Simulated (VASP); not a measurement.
# SiO2 in VASP: a series of runs, part 2 of 2

VASP 6.6.1. The steps go on from the part before.

### 3 Single point, PBE+D3(BJ)

INCAR reads:

```
PREC     = Accurate       # precision mode
ENCUT    = 520            # plane-wave cutoff, eV
EDIFF    = 1E-6           # SCF threshold, eV
ISMEAR   = 0              # smearing method
SIGMA    = 0.1            # smearing width, eV
LREAL    = F              # projectors in reciprocal space
LASPH    = T              # aspherical terms in the spheres
NELM     = 100            # most SCF steps
ALGO     = Normal         # electronic algorithm
ISIF     = 2              # what is computed and relaxed
LWAVE    = F              # write WAVECAR
LCHARG   = F              # write CHGCAR
LDIPOL   = T            
IDIPOL   = 3            
DIPOL    = 0.5 0.5 0.500
GGA      = PE             # functional
IVDW     = 12             # dispersion correction
NBANDS   = 25             # bands
```

KPOINTS reads:

```
regular mesh
0
Gamma
  4 4 1
```

POSCAR reads:

```
SiO2
1.0
    3.7925757000      0.0000000000      0.0000000000
    0.0000000000      3.7925757000      0.0000000000
    0.0000000000      0.0000000000     18.0000000000
Si O
2 4
Direct
    0.0000000000      0.0000000000      0.4141480900
    0.0000000000      0.0000000000      0.5858519100
    0.0000000000      0.5000000000      0.4154166700
    0.5000000000      0.0000000000      0.4154166700
    0.0000000000      0.5000000000      0.5845833300
    0.5000000000      0.0000000000      0.5845833300
```

Potentials or basis: VASP PAW PBE potentials, release 64 (Si, O).

The run is started by

```sh
> cat potpaw_PBE.64/Si/POTCAR potpaw_PBE.64/O/POTCAR > POTCAR
> mpirun -np 1 vasp_std > vasp.out
```

OUTCAR:

```text
PREC = Accurate
   ENCUT = 520
   EDIFF = 1E-6
   ISMEAR = 0
   LREAL = F
   LASPH = T
   NELM = 100
   ISIF = 2
   GGA = PE
   IVDW = 12
 IVDW          = 12

 ion  position               nearest neighbor table
   1  0.000  0.000  0.414-   3 1.90   4 1.90   3 1.90   4 1.90   2 3.09
   2  0.000  0.000  0.586-   5 1.90   6 1.90   5 1.90   6 1.90   1 3.09
   3  0.000  0.500  0.415-   1 1.90   1 1.90
   4  0.500  0.000  0.415-   1 1.90   1 1.90
   5  0.000  0.500  0.585-   2 1.90   2 1.90
   6  0.500  0.000  0.585-   2 1.90   2 1.90

  LATTYP: Found a simple tetragonal cell.
 ALAT       =     3.7925757000
 C/A-ratio  =     4.7461148897

  Lattice vectors:

 A1 = (   3.7925757000,   0.0000000000,   0.0000000000)
 A2 = (   0.0000000000,   3.7925757000,   0.0000000000)
 A3 = (   0.0000000000,   0.0000000000,  18.0000000000)

Analysis of symmetry for initial positions (statically):
=====================================================================
 Subroutine PRICEL returns:
 Original cell was already a primitive cell.

 Routine SETGRP: Setting up the symmetry group for a
 simple tetragonal supercell.

 Subroutine GETGRP returns: Found 16 space group operations
 (whereof 16 operations were pure point group operations)
 out of a pool of 16 trial point group operations.

The static configuration has the point symmetry D_4h.

Analysis of symmetry for dynamics (positions and initial velocities):
=====================================================================
 Subroutine PRICEL returns:
 Original cell was already a primitive cell.

 Routine SETGRP: Setting up the symmetry group for a
 simple tetragonal supercell.

 Subroutine GETGRP returns: Found 16 space group operations
 (whereof 16 operations were pure point group operations)
 out of a pool of 16 trial point group operations.

The dynamic configuration has the point symmetry D_4h.

[... 113 lines left out ...]
   LHFCALC =     F    Hartree Fock is set to
   AEXX    =    0.0000 exact exchange contribution
   IVDW    =    12    specifies the selected vdW correction
   LEPSILON=     F    determine dielectric tensor
   LRPA    =     F    only Hartree local field effects (RPA)
 non-spin polarized calculation
 Gauss-broadening in eV      SIGMA  =   0.10
  energy-cutoff  :      520.00
  volume of cell :      258.91
 maximum number of plane-waves:      6990
   NGX = 15   NGY = 15   NGZ = 67

 dipolmoment           0.000000      0.000000      0.000000 electrons x Angstroem

 number of electron      31.9999976 magnetization

 dipolmoment           0.000000      0.000000     -0.000000 electrons x Angstroem

 Free energy of the ion-electron system (eV)
  ---------------------------------------------------
  ext. energy  EPLUGINS =         0.00000000
  ---------------------------------------------------
  free energy    TOTEN  =       -36.42845246 eV

  energy without entropy =      -36.41559617  energy(sigma->0) =      -36.42202431

 E-fermi :  -3.2131     XC(G=0):  -3.6184

 val. band max:       -3.3018617443   @ k =   0.5000   0.2500   0.0000
 cond. band min:      -3.1985887606   @ k =   0.5000   0.5000   0.0000
 fundamental gap:      0.1032729837
 Fermi energy:        -3.2131165059

 k-point     1 :       0.0000    0.0000    0.0000
  band No.  band energies     occupation
      1     -21.6020      2.00000
      2     -21.4251      2.00000
      3     -19.6235      2.00000
      4     -19.5343      2.00000
      5      -9.1950      2.00000
      6      -9.1950      2.00000
[... 157 lines left out ...]
     24       4.2390      0.00000
     25       6.6881      0.00000

------------------------ aborting loop because EDIFF is reached ----------------------------------------

 vacuum level on the upper side and lower side of the slab       (xc-potential included)        -0.093        -0.093

 Edisp (eV)   -0.51095

 E8    (eV) :    -0.1811

  FORCE on cell =-STRESS in cart. coord.  units (eV):
  Direction    XX          YY          ZZ          XY          YZ          ZX
  --------------------------------------------------------------------------------------
  -------------------------------------------------------------------------------------
  Total     -27.51995   -27.51995     1.84062     0.00000     0.00000     0.00000
  in kB    -170.30097  -170.30097    11.39023     0.00000     0.00000     0.00000
  external pressure =     -109.74 kB  Pullay stress =        0.00 kB

 VOLUME and BASIS-vectors are now :
 -----------------------------------------------------------------------------
  energy-cutoff  :      520.00
  volume of cell :      258.91
      direct lattice vectors                 reciprocal lattice vectors
     3.792575700  0.000000000  0.000000000     0.263673049  0.000000000  0.000000000
     0.000000000  3.792575700  0.000000000     0.000000000  0.263673049  0.000000000
     0.000000000  0.000000000 18.000000000     0.000000000  0.000000000  0.055555556

 POSITION                                       TOTAL-FORCE (eV/Angst)
 -----------------------------------------------------------------------------------
      0.00000      0.00000      7.45467         0.000000      0.000000      0.207335
      0.00000      0.00000     10.54533        -0.000000      0.000000     -0.207335
      0.00000      1.89629      7.47750         0.000000     -0.000000     -0.423529
      1.89629      0.00000      7.47750         0.000000     -0.000000     -0.423529
      0.00000      1.89629     10.52250        -0.000000      0.000000      0.423529
      1.89629      0.00000     10.52250         0.000000     -0.000000      0.423529
 -----------------------------------------------------------------------------------
    total drift:                                0.000000      0.000000     -0.000000

  FREE ENERGIE OF THE ION-ELECTRON SYSTEM (eV)
  ---------------------------------------------------
  free  energy   TOTEN  =       -36.9393988239 eV

  energy  without entropy=      -36.9265425389  energy(sigma->0) =      -36.93297068

 vacuum level on the upper side and lower side of the slab         2.343         2.343
```

stdout:

```text
POSCAR found type information on POSCAR SiO
 POSCAR found :  2 types and       6 ions
 scaLAPACK will be used
 LDA part: xc-table for (Slater+PW92), standard interpolation
 POSCAR, INCAR and KPOINTS ok, starting setup
 FFT: planning ... GRIDC
 FFT: planning ... GRID_SOFT
 FFT: planning ... GRID
 WAVECAR not read
 entering main loop
```

It took 30 s on 1 thread of Intel Xeon 6975P-C (Granite Rapids), shared host; peak memory 0.32 GiB.

Results:

```
Free energy                : -36.9394 eV
Largest force              : 0.424 eV/Å
Band gap on the k mesh     : zero (band 16 reaches -2.76 eV, above the bottom of band 17 at -3.75 eV)
Dispersion energy per atom : -0.085 eV
```

Forces on the atoms (eV/Å):
```
Si   0.000  0.000  0.207
Si   0.000  0.000 -0.207
O    0.000  0.000 -0.424
O    0.000  0.000 -0.424
O    0.000  0.000  0.424
O    0.000  0.000  0.424
```

Levels at points of the mesh, in eV from the Fermi level:
```
           k point  band 14  band 15  band 16  band 17  band 18  band 19
(0.00, 0.00, 0.00)    -0.61    -0.61    -0.61    -0.53    -0.53     3.69
(0.50, 0.00, 0.00)    -1.42    -1.35    -1.30     1.40     2.70     2.85
(0.50, 0.50, 0.00)    -1.40     0.01     0.45     0.50     2.63     3.73
```

Caveat: the k points lie up to 0.41 Å⁻¹ apart.

### 4 Single point, PBE+D3(BJ)

This run uses another cell than the first one, of 55.58 Å³/atom, 1.288 times its volume.

INCAR reads:

```
SYSTEM = SiO2
ALGO = Normal ; DIPOL = 0.5 0.5 0.300
EDIFF = 1E-6 ; ENCUT = 520
GGA = PE ; IDIPOL = 3
ISIF = 2 ; ISMEAR = 0
IVDW = 12 ; LASPH = .True.
LCHARG = .False. ; LDIPOL = .True.
LREAL = .False. ; LWAVE = .False.
NBANDS = 25 ; NELM = 60
PREC = Accurate ; SIGMA = 0.1
```

KPOINTS reads:

```
k-points
0
Gamma
  4 4 1
  0 0 0
```

POSCAR reads:

```
SiO2
1.0
    3.3349768088      0.0000000000      0.0000000000
    0.0000000000      3.3349768088      0.0000000000
    0.0000000000      0.0000000000     29.9813375200
Si O
2 4
Direct
    0.0000000000      0.0000000000      0.2445973343
    0.0000000000      0.0000000000      0.3557761476
    0.0000000000      0.5000000000      0.2431764689
    0.5000000000      0.0000000000      0.2431764689
    0.0000000000      0.5000000000      0.3571970131
    0.5000000000      0.0000000000      0.3571970131
```

The run is started by

```sh
> cat potpaw_PBE.64/Si/POTCAR potpaw_PBE.64/O/POTCAR > POTCAR
> mpirun -np 1 vasp_std > vasp.out
```

Wall time 48 s (1 thread of Intel Xeon 6975P-C (Granite Rapids), shared host); peak memory 0.43 GiB.

It converged, with:

* Free energy: -41.3869 eV
* Band gap on the k mesh: zero (band 16 reaches -2.04 eV, above the bottom of band 17 at -2.53 eV)
* Dispersion energy per atom: -0.107 eV

Forces on the atoms (eV/Å):
```
Si   0.000  0.000  0.003
Si   0.000  0.000 -0.003
O    0.000  0.000  0.000
O    0.000  0.000  0.000
O    0.000  0.000  0.000
O    0.000  0.000  0.000
```

Levels at points of the mesh, in eV from the Fermi level:
| k point | band 13 | band 14 | band 15 | band 16 | band 17 | band 18 | band 19 | band 20 |
| --- | --- | --- | --- | --- | --- | --- | --- | --- |
| (0.00, 0.00, 0.00) | -1.50 | -1.50 | -1.48 | -1.48 | -0.29 | 1.50 | 3.53 | 3.81 |
| (0.50, 0.00, 0.00) | -3.09 | -3.07 | -3.02 | -3.00 | 1.83 | 3.87 | 3.89 | 6.03 |
| (0.50, 0.50, 0.00) | -3.55 | -3.55 | -0.19 | 0.20 | 0.21 | 2.30 | 4.71 | 7.06 |

Caveat: the k points lie up to 0.47 Å⁻¹ apart.

### 5 Single point, PBE+D3(BJ)

This run uses another cell than the first one, of 55.56 Å³/atom, 1.288 times its volume.

INCAR reads:

```
PREC     = Accurate       # precision mode
ENCUT    = 520            # plane-wave cutoff, eV
EDIFF    = 1E-6           # SCF threshold, eV
ISMEAR   = 0              # smearing method
SIGMA    = 0.1            # smearing width, eV
LREAL    = F              # projectors in reciprocal space
LASPH    = T              # aspherical terms in the spheres
NELM     = 100            # most SCF steps
ALGO     = Normal         # electronic algorithm
ISIF     = 2              # what is computed and relaxed
LWAVE    = F              # write WAVECAR
LCHARG   = T              # write CHGCAR
LDIPOL   = T            
IDIPOL   = 3            
DIPOL    = 0.5 0.5 0.300
GGA      = PE             # functional
IVDW     = 12             # dispersion correction
LELF     = T              # ELF
LVHAR    = T            
LVACPOTAV= T            
NBANDS   = 25             # bands
```

KPOINTS reads:

```
regular mesh
0
Gamma
  6 6 1
```

POSCAR reads:

```
SiO2
1.0
    3.3344272876      0.0000000000      0.0000000000
    0.0000000000      3.3344272876      0.0000000000
    0.0000000000      0.0000000000     29.9813375200
Si O
2 4
Direct
    0.0000000000      0.0000000000      0.2362799273
    0.0000000000      0.0000000000      0.3640935547
    0.0000000000      0.5000000000      0.2361623319
    0.5000000000      0.0000000000      0.2361623319
    0.0000000000      0.5000000000      0.3642111500
    0.5000000000      0.0000000000      0.3642111500
```

The run is started by

```sh
> cat potpaw_PBE.64/Si/POTCAR potpaw_PBE.64/O/POTCAR > POTCAR
> mpirun -np 1 vasp_std > vasp.out
```

Wall time 76 s (1 thread of Intel Xeon 6975P-C (Granite Rapids), shared host); peak memory 0.45 GiB.

Results (log left out):

```
Free energy                : -41.3489 eV
Band gap on the k mesh     : zero (band 16 reaches -1.64 eV, above the bottom of band 17 at -2.09 eV)
Dispersion energy per atom : -0.098 eV
```

Forces in eV/Å, atoms in the order of the input:
```
Si   0.000  0.000  0.000
Si   0.000  0.000  0.000
O    0.000  0.000 -0.002
O    0.000  0.000 -0.002
O    0.000  0.000  0.002
O    0.000  0.000  0.002
```

Levels at points of the mesh, in eV from the Fermi level:
| k point | band 12 | band 13 | band 14 | band 15 | band 16 | band 17 | band 18 | band 19 | band 20 | band 21 |
| --- | --- | --- | --- | --- | --- | --- | --- | --- | --- | --- |
| (0.00, 0.00, 0.00) | -2.49 | -1.72 | -1.72 | -1.71 | -1.71 | -0.44 | 0.69 | 2.99 | 3.18 | 3.47 |
| (0.50, 0.00, 0.00) | -4.17 | -3.31 | -3.29 | -3.27 | -3.26 | 2.07 | 3.20 | 3.26 | 4.80 | 5.99 |
| (0.50, 0.50, 0.00) | -4.21 | -3.99 | -3.99 | 0.00 | 0.01 | 0.10 | 1.33 | 4.30 | 5.89 | 8.16 |

### 6 Single point, PBE+D3(BJ)

This run uses another cell than the first one, of 55.58 Å³/atom, 1.288 times its volume.

INCAR reads:

```
PREC     = Accurate       # precision mode
ENCUT    = 520            # plane-wave cutoff, eV
EDIFF    = 1E-6           # SCF threshold, eV
ISMEAR   = 0              # smearing method
SIGMA    = 0.1            # smearing width, eV
LREAL    = False          # projectors in reciprocal space
LASPH    = True           # aspherical terms in the spheres
NELM     = 80             # most SCF steps
ALGO     = Normal         # electronic algorithm
ISIF     = 2              # what is computed and relaxed
LWAVE    = False          # write WAVECAR
LCHARG   = False          # write CHGCAR
LDIPOL   = True         
IDIPOL   = 3            
DIPOL    = 0.5 0.5 0.300
GGA      = PE             # functional
IVDW     = 12             # dispersion correction
NBANDS   = 25             # bands
```

KPOINTS is that of step 5.

POSCAR reads:

```
SiO2
1.0
    3.3349768088      0.0000000000      0.0000000000
    0.0000000000      3.3349768088      0.0000000000
    0.0000000000      0.0000000000     29.9813375200
Si O
2 4
Direct
    0.0000000000      0.0000000000      0.2445973343
    0.0000000000      0.0000000000      0.3557761476
    0.0000000000      0.5000000000      0.2431764689
    0.5000000000      0.0000000000      0.2431764689
    0.0000000000      0.5000000000      0.3571970131
    0.5000000000      0.0000000000      0.3571970131
```

Potentials or basis: VASP PAW PBE potentials, release 64 (Si, O).

The run is started by

```sh
> cat potpaw_PBE.64/Si/POTCAR potpaw_PBE.64/O/POTCAR > POTCAR
> mpirun -np 1 vasp_std > vasp.out
```

It took 76 s on 1 thread of Intel Xeon 6975P-C (Granite Rapids), shared host; peak memory 0.45 GiB.

It converged, with:

| Item | Value |
| --- | --- |
| Free energy | -41.3193 eV |
| Largest force | 0.337 eV/Å |
| Band gap on the k mesh | zero (band 16 reaches -1.85 eV, above the bottom of band 17 at -2.51 eV) |
| Dispersion energy per atom | -0.107 eV |

Forces on the atoms (eV/Å):
```
Si   0.000  0.000 -0.337
Si   0.000  0.000  0.337
O    0.000  0.000  0.095
O    0.000  0.000  0.095
O    0.000  0.000 -0.095
O    0.000  0.000 -0.095
```

Levels at points of the mesh, in eV from the Fermi level:
```csv
k point,band 14,band 15,band 16,band 17,band 18,band 19
"(0.00, 0.00, 0.00)",-1.51,-1.48,-1.48,-0.45,1.37,3.40
"(0.50, 0.00, 0.00)",-3.08,-3.03,-3.01,1.67,3.76,3.78
"(0.50, 0.50, 0.00)",-3.62,-0.38,0.21,0.22,2.14,4.58
```

### 7 Summary

```tsv
cell	k mesh	gap on the mesh (eV)	largest force (eV/Å)
a = 3.793, b = 3.793, c = 18.000 Å, 6 atoms	4 × 4 × 1	none	0.42
a = 3.335, b = 3.335, c = 29.981 Å, 6 atoms	4 × 4 × 1	none	-
a = 3.334, b = 3.334, c = 29.981 Å, 6 atoms	6 × 6 × 1	none	-
a = 3.335, b = 3.335, c = 29.981 Å, 6 atoms	6 × 6 × 1	none	0.34
```

Some of these runs hold the atoms at other places in the same cell, which the table doesn't show; runs alike in all that it shows share one row.

Alike in all rows: task single point; level PBE+D3(BJ); potentials or basis VASP PAW PBE potentials, release 64 (Si, O); no spin polarisation; cutoff (eV) 520; smearing gaussian 0.1 eV.

Caveats: some runs use coarse meshes.

Absolute energies hang on the potentials; compare differences alone.
